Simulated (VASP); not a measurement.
Wanted: the native input for a VASP 6.6.1 run.

```
Task                               : relaxation of cell and atoms
Functional                         : HSE06
Potentials or basis                : VASP PAW PBE potentials, release 64 (Au)
Cutoff                             : 600 eV
k mesh                             : 5 × 5 × 5
Occupations                        : fermi-dirac, width 0.05 eV
Spin                               : no spin polarisation
Dipole correction                  : no
Grid for exact exchange (PRECFOCK) : Normal
Further INCAR settings             : ALGO = Normal; EDIFF = 1e-07; IBRION = 2; EDIFFG = -0.01; NSW = 60; ISIF = 3
Share of exact exchange            : 0.25
Screening parameter                : 0.2079 1/Å
```

Crystal: Au.

```
Au
1.0
     2.74841    0.00000    0.00000
     0.00000    2.74841    0.00000
     0.00000    0.00000    2.74841
Au
1
Cartesian
  1.3742 1.3742 1.3742
```

This isn't the form of Au at room conditions, which is fcc.

The input as run:

POSCAR

```
Au
1.0
    2.7484100000      0.0000000000      0.0000000000
    0.0000000000      2.7484100000      0.0000000000
    0.0000000000      0.0000000000      2.7484100000
Au
1
Direct
    0.5000000000      0.5000000000      0.5000000000
```

INCAR.step1

```
PREC     = Accurate       # precision mode
ENCUT    = 600            # plane-wave cutoff, eV
EDIFF    = 1E-5           # SCF threshold, eV
ISMEAR   = -1             # smearing method
SIGMA    = 0.05           # smearing width, eV
LREAL    = F              # projectors in reciprocal space
LASPH    = T              # aspherical terms in the spheres
NELM     = 100            # most SCF steps
ALGO     = Normal         # electronic algorithm
LWAVE    = T              # write WAVECAR
LCHARG   = F              # write CHGCAR
GGA      = PE             # functional
NBANDS   = 12             # bands
```

INCAR.step2

```
PREC     = Accurate       # precision mode
ENCUT    = 600            # plane-wave cutoff, eV
EDIFF    = 1E-7           # SCF threshold, eV
ISMEAR   = -1             # smearing method
SIGMA    = 0.05           # smearing width, eV
LREAL    = F              # projectors in reciprocal space
LASPH    = T              # aspherical terms in the spheres
NELM     = 100            # most SCF steps
ALGO     = Normal         # electronic algorithm
ISIF     = 3              # what is computed and relaxed
LWAVE    = F              # write WAVECAR
LCHARG   = F              # write CHGCAR
GGA      = PE             # functional
LHFCALC  = T              # exact exchange
HFSCREEN = 0.2079         # screening, 1/A
PRECFOCK = Normal       
IBRION   = 2              # ionic algorithm
NSW      = 60             # ionic steps
EDIFFG   = -0.01          # ionic threshold
ISTART   = 1
```

KPOINTS

```
Automatic mesh
0
Gamma
  5 5 5
```

Potentials or basis: VASP PAW PBE potentials, release 64 (Au).

Command:

```sh
$ cat potpaw_PBE.64/Au/POTCAR > POTCAR
$ cp INCAR.step1 INCAR
$ mpirun -np 1 vasp_std > vasp.out
$ cp INCAR.step2 INCAR
$ mpirun -np 1 vasp_std > vasp.out
```

Results of the run:

```
Relaxed volume                        : 20.53 Å³/atom
Relaxed cell                          : a = 2.738 Å, b = 2.738 Å, c = 2.738 Å, α = 90.00°, β = 90.00°, γ = 90.00°
Space group after relaxing (to 0.1 Å) : Pm-3m (No. 221)
Energy gained by relaxing             : 0.9 meV/atom
Ionic steps                           : 3
Pressure after relaxing               : 0.0 GPa
Band gap on the k mesh                : zero (an odd number of electrons rules out a gap without spin polarisation)
```

Caveat: the k points lie up to 0.46 Å⁻¹ apart in the final cell, too coarse for converged energies and pressures of a metal; the PAW data sets were made with another functional, which shifts forces and pressure a little; spin-orbit coupling is left out, which moves the levels of the heavy elements.

Run time: 20 min on 1 thread of Intel Xeon 8259CL (shared host), peak memory 0.25 GiB.
